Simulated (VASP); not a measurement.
# TaN (P-62m) in VASP: a series of runs, part 2 of 2

VASP 6.6.1.

## Step 4: Electric field gradients, PBE

This run uses another cell than the first one, of 11.34 Å³/atom, 0.961 times its volume.

Input file INCAR:

```
  ALGO = Normal
  EDIFF = 1E-8
  ENCUT = 520
  GGA = PE
  ISIF = 2
  ISMEAR = -1
  LASPH = True
  LCHARG = False
  LEFG = True
  LREAL = False
  LWAVE = False
  NBANDS = 33
  NELM = 100
  PREC = Accurate
  SIGMA = 0.01
```

Input file KPOINTS:

```
k-points
0
Gamma
  6 6 9
```

Input file POSCAR:

```
TaN
1.0
    5.1960008669      0.0000000000      0.0000000000
   -2.5980004334      4.4998687488      0.0000000000
    0.0000000000      0.0000000000      2.9110000000
Ta N
3 3
Direct
    0.3333333333      0.6666666667      0.5000000000
    0.6666666667      0.3333333333      0.5000000000
    0.0000000000      0.0000000000      0.0000000000
    0.3928500000      0.0000000000      0.0000000000
    0.6071500000      0.6071500000      0.0000000000
    0.0000000000      0.3928500000      0.0000000000
```

Potentials or basis: VASP PAW PBE potentials, release 64 (Ta_pv, N).

Run with:

```
> cat potpaw_PBE.64/Ta_pv/POTCAR potpaw_PBE.64/N/POTCAR > POTCAR
> mpirun -np 1 vasp_std > vasp.out
```

OUTCAR:

```text
EDIFF = 1E-8
   ENCUT = 520
   GGA = PE
   ISIF = 2
   ISMEAR = -1
   LASPH = True
   LREAL = False
   NELM = 100
   PREC = Accurate

 ion  position               nearest neighbor table
   1  0.333  0.667  0.500-   4 2.16   4 2.16   6 2.16   6 2.16   5 2.16   5 2.16   2 3.00   2 3.00
                             2 3.00   3 3.33   3 3.33   3 3.33   3 3.33   3 3.33   3 3.33
   2  0.667  0.333  0.500-   6 2.16   6 2.16   4 2.16   4 2.16   5 2.16   5 2.16   1 3.00   1 3.00
                             1 3.00   3 3.33   3 3.33   3 3.33   3 3.33   3 3.33   3 3.33
   3  0.000  0.000  0.000-   6 2.04   4 2.04   5 2.04   2 3.33   1 3.33   1 3.33   2 3.33   1 3.33
                             1 3.33   2 3.33   2 3.33   2 3.33   2 3.33   1 3.33   1 3.33
   4  0.393  0.000  0.000-   3 2.04   1 2.16   1 2.16   2 2.16   2 2.16
   5  0.607  0.607  0.000-   3 2.04   2 2.16   2 2.16   1 2.16   1 2.16
   6  0.000  0.393  0.000-   3 2.04   2 2.16   2 2.16   1 2.16   1 2.16

  LATTYP: Found a hexagonal cell.
 ALAT       =     5.1960008669
 C/A-ratio  =     0.5602385516

  Lattice vectors:

 A1 = (   5.1960008669,   0.0000000000,   0.0000000000)
 A2 = (  -2.5980004334,   4.4998687488,   0.0000000000)
 A3 = (   0.0000000000,   0.0000000000,   2.9110000000)
[... 1084 lines left out ...]
    total drift:                               -0.000002     -0.000003      0.000000

  FREE ENERGIE OF THE ION-ELECTRON SYSTEM (eV)
  ---------------------------------------------------
  free  energy   TOTEN  =       -67.4652104430 eV

  energy  without entropy=      -67.4644709955  energy(sigma->0) =      -67.46484072

 Electric field gradients (V/A^2)
---------------------------------------------------------------------
 ion       V_xx      V_yy      V_zz      V_xy      V_xz      V_yz
---------------------------------------------------------------------
   1      99.180    99.181  -198.361     0.000     0.000     0.000
   2      99.180    99.181  -198.361     0.000     0.000    -0.000
   3     -87.207   -87.208   174.414    -0.001     0.000     0.000
   4     -14.229     4.829     9.400    -0.001    -0.000     0.000
   5       0.065    -9.465     9.400    -8.253     0.000    -0.000
   6       0.065    -9.465     9.400     8.252    -0.000    -0.000
---------------------------------------------------------------------

 Electric field gradients after diagonalization (V/A^2)
 (convention: |V_zz| > |V_xx| > |V_yy|)
----------------------------------------------------------------------
 ion       V_xx      V_yy      V_zz     asymmetry (V_yy - V_xx)/ V_zz
----------------------------------------------------------------------
   1      99.181    99.180  -198.361       0.000
   2      99.181    99.180  -198.361       0.000
   3     -87.208   -87.206   174.414       0.000
   4       9.400     4.829   -14.229       0.321
   5       9.400     4.830   -14.230       0.321
   6       9.400     4.829   -14.229       0.321
----------------------------------------------------------------------

           NMR quadrupolar parameters

 Cq : quadrupolar parameter    Cq=e*Q*V_zz/h
 eta: asymmetry parameters     (V_yy - V_xx)/ V_zz
 Q  : nuclear electric quadrupole moment in mb (millibarn)
----------------------------------------------------------------------
 ion       Cq(MHz)       eta       Q (mb)
----------------------------------------------------------------------
   1      -0.480       0.000       1.000
   2      -0.480       0.000       1.000
   3       0.422       0.000       1.000
   4      -0.034       0.321       1.000
   5      -0.034       0.321       1.000
   6      -0.034       0.321       1.000
----------------------------------------------------------------------
```

OSZICAR:

```text
N       E                     dE             d eps       ncg     rms          rms(c)
DAV:   1     0.448172942846E+03    0.44817E+03   -0.26029E+04  2310   0.152E+03
DAV:   2    -0.479637449011E+02   -0.49614E+03   -0.47324E+03  2642   0.451E+02
DAV:   3    -0.767916340020E+02   -0.28828E+02   -0.28396E+02  2832   0.105E+02
DAV:   4    -0.773646161482E+02   -0.57298E+00   -0.56943E+00  2860   0.147E+01
DAV:   5    -0.773785791053E+02   -0.13963E-01   -0.13944E-01  3011   0.181E+00    0.436E+01
DAV:   6    -0.676950630972E+02    0.96835E+01   -0.48616E+01  2960   0.375E+01    0.181E+01
DAV:   7    -0.675347284364E+02    0.16033E+00   -0.23563E+00  2804   0.838E+00    0.108E+01
DAV:   8    -0.674825663536E+02    0.52162E-01   -0.38112E-01  2826   0.376E+00    0.108E+00
DAV:   9    -0.674659911709E+02    0.16575E-01   -0.43449E-02  2978   0.150E+00    0.393E-01
DAV:  10    -0.674653621765E+02    0.62899E-03   -0.12264E-02  2791   0.558E-01    0.206E-01
DAV:  11    -0.674652648595E+02    0.97317E-04   -0.24050E-03  2992   0.302E-01    0.524E-02
DAV:  12    -0.674652101484E+02    0.54711E-04   -0.26461E-04  2833   0.958E-02    0.187E-02
DAV:  13    -0.674652106243E+02   -0.47592E-06   -0.19295E-05  2858   0.255E-02    0.477E-03
DAV:  14    -0.674652106448E+02   -0.20463E-07   -0.86665E-07  2945   0.625E-03    0.164E-03
DAV:  15    -0.674652104258E+02    0.21892E-06   -0.13552E-07  3186   0.254E-03    0.427E-04
DAV:  16    -0.674652104417E+02   -0.15886E-07   -0.60343E-09  1708   0.579E-04    0.218E-04
DAV:  17    -0.674652104430E+02   -0.12724E-08   -0.35109E-09  1549   0.318E-04
   1 F= -.67465210E+02 E0= -.67464841E+02  d E =-.739448E-03
```

Wall time 3.2 min (1 thread of AMD EPYC 7R13, shared host); peak memory 0.19 GiB.

What came out:

- Free energy: -67.4652 eV
- Pressure: 5.7 GPa
- Largest force: 0.058 eV/Å
- Band gap on the k mesh: zero (band 24 reaches 10.07 eV, above the bottom of band 25 at 7.00 eV)

Forces on the atoms (eV/Å):
```
Ta   0.000  0.000  0.000
Ta   0.000  0.000  0.000
Ta   0.000  0.000  0.000
N    0.058  0.000  0.000
N   -0.029 -0.050  0.000
N   -0.029  0.050  0.000
```

Electric field gradients, principal values (V/Å²):
```
atom    least   middle  greatest (by size)
1 Ta   99.180   99.181            -198.361
2 Ta   99.180   99.181            -198.361
3 Ta  -87.206  -87.208             174.414
 4 N    4.829    9.400             -14.229
 5 N    4.830    9.400             -14.230
 6 N    4.829    9.400             -14.229
```

Caveat: without QUAD_EFG the Cq values of the log hold for a quadrupole moment of 1 mb, not for the nuclei; spin-orbit coupling is left out, which moves the levels of the heavy elements.
